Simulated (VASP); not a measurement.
KF: single point with PBEsol+D3(BJ)

The system is KF.

```
CELL_PARAMETERS angstrom
0.00000 2.59593 2.59593
2.59593 0.00000 2.59593
2.59593 2.59593 0.00000
ATOMIC_POSITIONS crystal
K 0.00000 0.00000 0.00000
F 0.50000 0.50000 0.50000
```

This cell differs from its parent crystal: volume scaled by 0.98.

```
Program             : VASP 6.6.1
Task                : single point
Functional          : PBEsol
Dispersion          : D3(BJ)
Potentials or basis : VASP PAW PBE potentials, release 64 (K_sv, F)
Cutoff              : 520 eV
k mesh              : 8 × 8 × 8
Occupations         : gaussian, width 0.05 eV
Spin                : no spin polarisation
```

```yaml
Pressure: 1.0 GPa
Band_gap_on_the_k_mesh: 6.48 eV, direct
Dispersion_energy_per_atom: -0.177 eV
```

Levels at points of the mesh, in eV from the valence-band top:
```csv
k point,band 5,band 6,band 7,band 8,band 9,band 10,band 11,band 12
"(0.00, 0.00, 0.00)",-8.98,0.00,0.00,0.00,6.48,10.85,10.85,10.85
"(0.50, 0.00, 0.00)",-9.02,-0.92,-0.44,-0.44,9.32,11.10,12.46,12.46
"(0.50, 0.50, 0.00)",-9.26,-0.16,-0.03,-0.03,8.14,10.72,12.35,14.06
```

Wall time 24 s on 1 thread of AMD EPYC 7R13 Processor (Zen 3), on a shared host, peak memory 0.14 GiB.

Caveat: the PAW data sets were made with another functional, which shifts forces and pressure a little. A k mesh can miss the band edges.
